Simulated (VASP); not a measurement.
# WS2 (Tungstenite) (R3m) in VASP: notebook

Aim: see how the results for WS2 (Tungstenite) move with the level of theory and the settings. Levels: PBE, LDA. Tasks: single point.

Program: VASP 6.6.1. These are calculated values, not measurements. Logs are shortened: lines on timing, memory, paths and dates and some standing lists are left out, and cuts for length are marked.

## Step 1: The cell of the first run

It takes space group R3m (No. 160, trigonal). The conventional cell has a = 3.158 Å, b = 3.158 Å, c = 18.490 Å, α = 90.00°, β = 90.00°, γ = 120.00°. Within 3.2 Å of W (site symmetry 3m) lie 6 S at 2.39 to 2.42 Å and 6 W at 3.16 Å. S (site symmetry 3m) has 3 W at 2.42 Å and 7 S at 3.13 to 3.16 Å within 3.2 Å. S (site symmetry 3m) has 3 W at 2.39 Å and 7 S at 3.13 to 3.16 Å within 3.2 Å.

## Step 2: Single point, PBE

File INCAR:

```
PREC = Accurate ; ENCUT = 500
EDIFF = 1E-6 ; ISMEAR = -1
SIGMA = 0.04 ; LREAL = F
LASPH = T ; NELM = 120
ALGO = Normal ; ISIF = 2
LWAVE = F ; LCHARG = F
GGA = PE ; NBANDS = 20
GGA_COMPAT = F
```

File KPOINTS:

```
Automatic mesh
0
Gamma
  4 4 4
```

File POSCAR:

```
WS2
1.0
    1.5790000000      0.9116360751      6.1633333333
   -1.5790000000      0.9116360751      6.1633333333
    0.0000000000     -1.8232721501      6.1633333333
W S
1 2
Direct
    0.0000000000      0.0000000000      0.0000000000
    0.5810000000      0.5810000000      0.5810000000
    0.7503000000      0.7503000000      0.7503000000
```

Potentials or basis: VASP PAW PBE potentials, release 64 (W_sv, S).

Run with:

```console
$ cat potpaw_PBE.64/W_sv/POTCAR potpaw_PBE.64/S/POTCAR > POTCAR
$ mpirun -np 1 vasp_std > vasp.out
```

OUTCAR:

```text
PREC = Accurate
   ENCUT = 500
   EDIFF = 1E-6
   ISMEAR = -1
   LREAL = F
   LASPH = T
   NELM = 120
   ISIF = 2
   GGA = PE

 ion  position               nearest neighbor table
   1  0.000  0.000  0.000-   3 2.39   3 2.39   3 2.39   2 2.42   2 2.42   2 2.42
   2  0.581  0.581  0.581-   1 2.42   1 2.42   1 2.42
   3  0.750  0.750  0.750-   1 2.39   1 2.39   1 2.39

  LATTYP: Found a trigonal (rhomboedric) cell.
 ALAT       =     6.4273633094
 COS(alpha) =     0.8792940837

  Lattice vectors:

 A1 = (   1.5790000000,   0.9116360751,   6.1633333333)
 A2 = (  -1.5790000000,   0.9116360751,   6.1633333333)
 A3 = (   0.0000000000,  -1.8232721501,   6.1633333333)

Analysis of symmetry for initial positions (statically):
=====================================================================
 Subroutine PRICEL returns:
 Original cell was already a primitive cell.

 Routine SETGRP: Setting up the symmetry group for a
 trigonal (rhombohedral) supercell.

 Subroutine GETGRP returns: Found  6 space group operations
 (whereof  6 operations were pure point group operations)
 out of a pool of 12 trial point group operations.

The static configuration has the point symmetry C_3v.

Analysis of symmetry for dynamics (positions and initial velocities):
=====================================================================
 Subroutine PRICEL returns:
 Original cell was already a primitive cell.

 Routine SETGRP: Setting up the symmetry group for a
 trigonal (rhombohedral) supercell.

 Subroutine GETGRP returns: Found  6 space group operations
 (whereof  6 operations were pure point group operations)
 out of a pool of 12 trial point group operations.

The dynamic configuration has the point symmetry C_3v.

 Subroutine INISYM returns: Found  6 space group operations
 (whereof  6 operations are pure point group operations),
 and found     1 'primitive' translations

----------------------------------------------------------------------------------------

                                     Primitive cell

  volume of cell :      53.2317

  direct lattice vectors                    reciprocal lattice vectors
     1.579000000  0.911636075  6.163333333     0.316656111  0.182821491  0.054083288
    -1.579000000  0.911636075  6.163333333    -0.316656111  0.182821491  0.054083288
     0.000000000 -1.823272150  6.163333333     0.000000000 -0.365642982  0.054083288

  length of vectors
     6.427363309  6.427363309  6.427363309     0.369621147  0.369621147  0.369621147

  position of ions in fractional coordinates (direct lattice)
     0.000000000  0.000000000  0.000000000
     0.581000000  0.581000000  0.581000000
     0.750300000  0.750300000  0.750300000

  ion indices of the primitive-cell ions
   primitive index   ion index
                 1           1
                 2           2
                 3           3

----------------------------------------------------------------------------------------

 KPOINTS: Automatic mesh

Automatic generation of k-mesh.
 Grid dimensions read from file:
 generate k-points for:    4    4    4

 Generating k-lattice:

  Cartesian coordinates                     Fractional coordinates (reciprocal lattice)
     0.079164028  0.045705373  0.013520822     0.250000000  0.000000000 -0.000000000
    -0.079164028  0.045705373  0.013520822     0.000000000  0.250000000 -0.000000000
     0.000000000 -0.091410746  0.013520822     0.000000000  0.000000000  0.250000000

  Length of vectors
     0.092405287  0.092405287  0.092405287

  Shift w.r.t. Gamma in fractional coordinates (k-lattice)
     0.000000000  0.000000000  0.000000000

 Subroutine IBZKPT returns following result:
 ===========================================

 Found     13 irreducible k-points:

 Following reciprocal coordinates:
            Coordinates               Weight
  0.000000  0.000000  0.000000      1.000000
  0.250000  0.000000  0.000000      6.000000
  0.500000  0.000000  0.000000      3.000000
  0.250000  0.250000  0.000000      6.000000
  0.500000  0.250000  0.000000     12.000000
 -0.250000  0.250000  0.000000      6.000000
  0.500000  0.500000  0.000000      3.000000
  0.250000  0.250000  0.250000      2.000000
  0.500000  0.250000  0.250000      6.000000
 -0.250000  0.250000  0.250000      6.000000
  0.500000  0.500000  0.250000      6.000000
 -0.250000  0.500000  0.250000      6.000000
  0.500000  0.500000  0.500000      1.000000
   k-points           NKPTS =     13   k-points in BZ     NKDIM =     13   number of bands    NBANDS=     20
   number of dos      NEDOS =    301   number of ions     NIONS =      3
   total plane-waves  NPLWV = 110592
   dimension x,y,z NGX =    48 NGY =   48 NGZ =   48
   dimension x,y,z NGXF=    96 NGYF=   96 NGZF=   96
   ions per type =               1   2
   NGX,Y,Z   is equivalent  to a cutoff of  12.42, 12.42, 12.42 a.u.
   NGXF,Y,Z  is equivalent  to a cutoff of  24.83, 24.83, 24.83 a.u.
 SYSTEM =  unknown system
   PREC   = accura    normal or accurate (medium, high low for compatibility)
   ISTART =      0    job   : 0-new  1-cont  2-samecut
   ICHARG =      2    charge: 1-file 2-atom 10-const
   ISPIN  =      1    spin polarized calculation?
   LNONCOLLINEAR =      F non collinear calculations
   LSORBIT =      F    spin-orbit coupling
   LASPH  =      T    aspherical Exc in radial PAW
   ENCUT  =  500.0 eV  36.75 Ry    6.06 a.u.  11.72 11.72 11.72*2*pi/ulx,y,z
   NELM   =    120;   NELMIN=  2; NELMDL= -5     # of ELM steps
   EDIFF  = 0.1E-05   stopping-criterion for ELM
   LREAL  =      F    real-space projection
   EDIFFG = 0.1E-04   stopping-criterion for IOM
   NSW    =      0    number of steps for IOM
   IBRION =     -1    ionic relax: 0-MD 1-quasi-New 2-CG
   NFREE  =      0    steps in history (QN), initial steepest desc. (CG)
   ISIF   =      2    stress and relaxation
   ISYM   =      2    0-nonsym 1-usesym 2-fastsym
   POTIM  = 0.5000    time-step for ionic-motion
   TEBEG  =    0.0;   TEEND  =   0.0 temperature during run
   PSTRESS=    0.0 pullay stress
   NELECT =      26.0000    total number of electrons
   NUPDOWN=      -1.0000    fix difference up-down
   EMIN   =  10.00;   EMAX   =-10.00  energy-range for DOS
   EFERMI =   0.00;   METHOD = LEGACY
   ISMEAR =    -1;   SIGMA  =   0.04  broadening in eV -4-tet -1-fermi 0-gaus
   EFERMI_NEDOS =   21; number of points for ismear=-14 and -15
   IALGO  =     38    algorithm
   IMIX   =      4    mixing-type and parameters
     AMIX     =   0.40;   BMIX     =  1.00
     AMIX_MAG =   1.60;   BMIX_MAG =  1.00
  volume/ion in A,a.u.               =      17.74       119.74
  Fermi-wavevector in a.u.,A,eV,Ry     =   1.289266  2.436359 22.615687  1.662206
  Thomas-Fermi vector in A             =   2.421169
   LORBIT       =      0    0 simple, 1 ext, 2 COOP (PROOUT), +10 PAW based schemes
   GGA     = PE    functional components
   LHFCALC =     F    Hartree Fock is set to
   AEXX    =    0.0000 exact exchange contribution
   IVDW    =     0    specifies the selected vdW correction
   LEPSILON=     F    determine dielectric tensor
   LRPA    =     F    only Hartree local field effects (RPA)
 non-spin polarized calculation
  energy-cutoff  :      500.00
  volume of cell :       53.23
 maximum number of plane-waves:      1368
 NGX is ok and might be reduce to    48
   NGX = 23   NGY = 23   NGZ = 23

 number of electron      26.0000001 magnetization

 Free energy of the ion-electron system (eV)
  ---------------------------------------------------
  ext. energy  EPLUGINS =         0.00000000
  ---------------------------------------------------
  free energy    TOTEN  =       -23.65944053 eV

  energy without entropy =      -23.65944053  energy(sigma->0) =      -23.65944053

 E-fermi :   8.1531     XC(G=0): -10.9439

 val. band max:        7.5026996115   @ k =   0.5000   0.5000   0.5000
 cond. band min:       8.8791560626   @ k =   0.2500   0.0000   0.0000
 fundamental gap:      1.3764564511
 Fermi energy:         8.1530584847

 k-point     1 :       0.0000    0.0000    0.0000
  band No.  band energies     occupation
      1     -67.1202      2.00000
      2     -31.3797      2.00000
      3     -31.2074      2.00000
      4     -31.2074      2.00000
      5      -8.1656      2.00000
      6      -6.1800      2.00000
[... 12 lines left out ...]
     19      15.3384      0.00000
     20      16.0137      0.00000

 k-point     2 :       0.2500    0.0000    0.0000
  band No.  band energies     occupation
      1     -67.1108      2.00000
      2     -31.3906      2.00000
      3     -31.3460      2.00000
      4     -31.2503      2.00000
      5      -7.1944      2.00000
      6      -5.9009      2.00000
[... 12 lines left out ...]
     19      15.7322      0.00000
     20      16.2226      0.00000

 k-point     3 :       0.5000    0.0000    0.0000
  band No.  band energies     occupation
      1     -67.1014      2.00000
      2     -31.5683      2.00000
      3     -31.3122      2.00000
      4     -31.2927      2.00000
      5      -5.9041      2.00000
      6      -5.5561      2.00000
[... 12 lines left out ...]
     19      14.0415      0.00000
     20      14.8418      0.00000

 k-point     4 :       0.2500    0.2500    0.0000
  band No.  band energies     occupation
      1     -67.1108      2.00000
      2     -31.3906      2.00000
      3     -31.3460      2.00000
      4     -31.2503      2.00000
      5      -7.1595      2.00000
      6      -5.9588      2.00000
[... 12 lines left out ...]
     19      15.4603      0.00000
     20      16.2166      0.00000

 k-point     5 :       0.5000    0.2500    0.0000
  band No.  band energies     occupation
      1     -67.1014      2.00000
      2     -31.5019      2.00000
      3     -31.3615      2.00000
      4     -31.3122      2.00000
      5      -5.9034      2.00000
      6      -5.5713      2.00000
[... 12 lines left out ...]
     19      15.2943      0.00000
     20      15.9336      0.00000

 k-point     6 :      -0.2500    0.2500    0.0000
  band No.  band energies     occupation
      1     -67.1014      2.00000
      2     -31.5019      2.00000
      3     -31.3615      2.00000
      4     -31.3122      2.00000
      5      -5.9508      2.00000
      6      -5.5163      2.00000
[... 12 lines left out ...]
     19      15.1060      0.00000
     20      16.4057      0.00000

 k-point     7 :       0.5000    0.5000    0.0000
  band No.  band energies     occupation
      1     -67.1014      2.00000
      2     -31.5683      2.00000
      3     -31.3122      2.00000
      4     -31.2927      2.00000
      5      -5.8151      2.00000
      6      -5.6623      2.00000
[... 12 lines left out ...]
     19      14.3713      0.00000
     20      15.6046      0.00000

 k-point     8 :       0.2500    0.2500    0.2500
  band No.  band energies     occupation
      1     -67.1202      2.00000
      2     -31.3797      2.00000
      3     -31.2074      2.00000
      4     -31.2074      2.00000
      5      -8.0644      2.00000
      6      -6.3877      2.00000
[... 12 lines left out ...]
     19      15.5666      0.00000
     20      16.5379      0.00000

 k-point     9 :       0.5000    0.2500    0.2500
  band No.  band energies     occupation
      1     -67.1108      2.00000
      2     -31.3906      2.00000
      3     -31.3460      2.00000
      4     -31.2503      2.00000
      5      -7.0590      2.00000
      6      -6.1090      2.00000
[... 12 lines left out ...]
     19      15.6591      0.00000
     20      16.4251      0.00000

 k-point    10 :      -0.2500    0.2500    0.2500
  band No.  band energies     occupation
      1     -67.1014      2.00000
      2     -31.5683      2.00000
      3     -31.3122      2.00000
      4     -31.2927      2.00000
      5      -5.8685      2.00000
      6      -5.6004      2.00000
[... 12 lines left out ...]
     19      14.4827      0.00000
     20      15.2614      0.00000

 k-point    11 :       0.5000    0.5000    0.2500
  band No.  band energies     occupation
      1     -67.1108      2.00000
      2     -31.3906      2.00000
      3     -31.3460      2.00000
      4     -31.2503      2.00000
      5      -7.0081      2.00000
      6      -6.1818      2.00000
[... 12 lines left out ...]
     19      15.6542      0.00000
     20      16.1923      0.00000

 k-point    12 :      -0.2500    0.5000    0.2500
  band No.  band energies     occupation
      1     -67.1014      2.00000
      2     -31.5019      2.00000
      3     -31.3615      2.00000
      4     -31.3122      2.00000
      5      -5.8310      2.00000
      6      -5.6511      2.00000
[... 12 lines left out ...]
     19      14.6567      0.00000
     20      16.3257      0.00000

 k-point    13 :       0.5000    0.5000    0.5000
  band No.  band energies     occupation
      1     -67.1202      2.00000
      2     -31.3797      2.00000
      3     -31.2074      2.00000
      4     -31.2074      2.00000
      5      -7.9386      2.00000
      6      -6.6124      2.00000
[... 12 lines left out ...]
     19      15.8229      0.00000
     20      17.3306      0.00000

------------------------ aborting loop because EDIFF is reached ----------------------------------------

  FORCE on cell =-STRESS in cart. coord.  units (eV):
  Direction    XX          YY          ZZ          XY          YZ          ZX
  --------------------------------------------------------------------------------------
  -------------------------------------------------------------------------------------
  Total        1.3295221      1.3295221      1.4514924      0.0000000      0.0000000      0.0000000
  in kB       40.0161770     40.0161770     43.6872598      0.0000000      0.0000000      0.0000000
  external PRESSURE =      41.2398713 kB  Pullay stress =       0.0000000 kB

 VOLUME and BASIS-vectors are now :
 -----------------------------------------------------------------------------
  energy-cutoff  :      500.00
  volume of cell :       53.23
      direct lattice vectors                 reciprocal lattice vectors
     1.579000000  0.911636075  6.163333333     0.316656111  0.182821491  0.054083288
    -1.579000000  0.911636075  6.163333333    -0.316656111  0.182821491  0.054083288
     0.000000000 -1.823272150  6.163333333     0.000000000 -0.365642982  0.054083288

 POSITION                                       TOTAL-FORCE (eV/Angst)
 -----------------------------------------------------------------------------------
      0.00000      0.00000      0.00000         0.000000     -0.000000     -0.599882
      0.00000      0.00000     10.74269         0.000000      0.000000      0.159613
      0.00000      0.00000     13.87305         0.000000      0.000000      0.440269
 -----------------------------------------------------------------------------------
    total drift:                                0.000000     -0.000000     -0.000010

  FREE ENERGIE OF THE ION-ELECTRON SYSTEM (eV)
  ---------------------------------------------------
  free  energy   TOTEN  =       -23.6594405292 eV

  energy  without entropy=      -23.6594405252  energy(sigma->0) =      -23.65944053
```

It took 25 s on 1 thread of Intel Xeon 6975P-C (Granite Rapids), shared host; peak memory 0.31 GiB.

Results:

| Item | Value |
| --- | --- |
| Free energy | -23.6594 eV |
| Pressure | 4.1 GPa |
| Largest force | 0.600 eV/Å |
| Band gap on the k mesh | 1.38 eV, indirect (least direct gap 2.30 eV) |

Forces in eV/Å, atoms in the order of the input:
```
W    0.000  0.000 -0.600
S    0.000  0.000  0.160
S    0.000  0.000  0.440
```

Stress tensor (GPa, compression positive):
```
4.00 0.00 0.00
0.00 4.00 0.00
0.00 0.00 4.37
```

Levels at points of the mesh, in eV from the valence-band top:
```
           k point  band 10  band 11  band 12  band 13  band 14  band 15  band 16  band 17
(0.00, 0.00, 0.00)    -2.29    -2.29    -1.59    -1.19     2.19     2.19     2.53     2.53
(0.50, 0.00, 0.00)    -4.16    -2.60    -1.83    -1.72     2.33     2.63     3.65     3.88
(0.50, 0.50, 0.00)    -4.08    -3.20    -2.03    -1.55     2.28     2.74     3.25     4.38
(0.50, 0.50, 0.50)    -3.54    -2.25    -2.25     0.00     2.30     2.30     2.38     2.38
```

Caveat: the k points lie up to 0.58 Å⁻¹ apart; spin-orbit coupling is left out, which moves the levels of the heavy elements. PBE gaps usually lie below the measured ones, often by a third to a half.

## Step 3: Single point, LDA (volume scaled by 0.98)

File INCAR:

```
ALGO = Normal
EDIFF = 1E-6
ENCUT = 520
GGA = CA
ISIF = 2
ISMEAR = -1
LASPH = True
LCHARG = True
LELF = True
LREAL = False
LVHAR = True
LWAVE = False
NBANDS = 20
NELM = 60
PREC = Accurate
SIGMA = 0.05
```

File KPOINTS:

```
k-points
0
Gamma
  10 10 10
```

File POSCAR:

```
WS2
1.0
    1.5684023653      0.9055175278      6.1219674337
   -1.5684023653      0.9055175278      6.1219674337
    0.0000000000     -1.8110350555      6.1219674337
W S
1 2
Direct
    0.0000000000      0.0000000000      0.0000000000
    0.5810000000      0.5810000000      0.5810000000
    0.7503000000      0.7503000000      0.7503000000
```

Potentials or basis: VASP PAW LDA potentials, release 64 (W_sv, S).

Run with:

```console
$ cat potpaw_LDA.64/W_sv/POTCAR potpaw_LDA.64/S/POTCAR > POTCAR
$ mpirun -np 1 vasp_std > vasp.out
```

Run time: 7.6 min. Hardware: 1 thread of Intel Xeon Platinum 8259CL at 2.50GHz (Skylake/Cascade Lake), shared host; peak memory 0.32 GiB.

The run converged. Its results:

* Free energy: -26.2516 eV
* Pressure: 0.2 GPa
* Largest force: 0.616 eV/Å
* Band gap on the k mesh: 0.97 eV, indirect (least direct gap 2.29 eV)

Forces on the atoms (eV/Å):
```
W    0.000  0.000 -0.616
S    0.000  0.000  0.172
S    0.000  0.000  0.444
```

Stress tensor (GPa, compression positive):
```
-0.10  0.00  0.00
 0.00 -0.10  0.00
 0.00  0.00  0.72
```

Levels at points of the mesh, in eV from the valence-band top:
```tsv
k point	band 10	band 11	band 12	band 13	band 14	band 15	band 16	band 17
(0.00, 0.00, 0.00)	-2.35	-2.35	-1.58	-1.31	2.19	2.19	2.59	2.59
(0.50, 0.00, 0.00)	-4.27	-2.60	-1.81	-1.78	2.30	2.58	3.60	3.91
(0.50, 0.50, 0.00)	-4.18	-3.25	-2.02	-1.58	2.25	2.70	3.19	4.45
(0.50, 0.50, 0.50)	-3.66	-2.32	-2.32	0.00	2.32	2.32	2.42	2.42
```

Caveat: spin-orbit coupling is left out, which moves the levels of the heavy elements. A k mesh can miss the band edges.
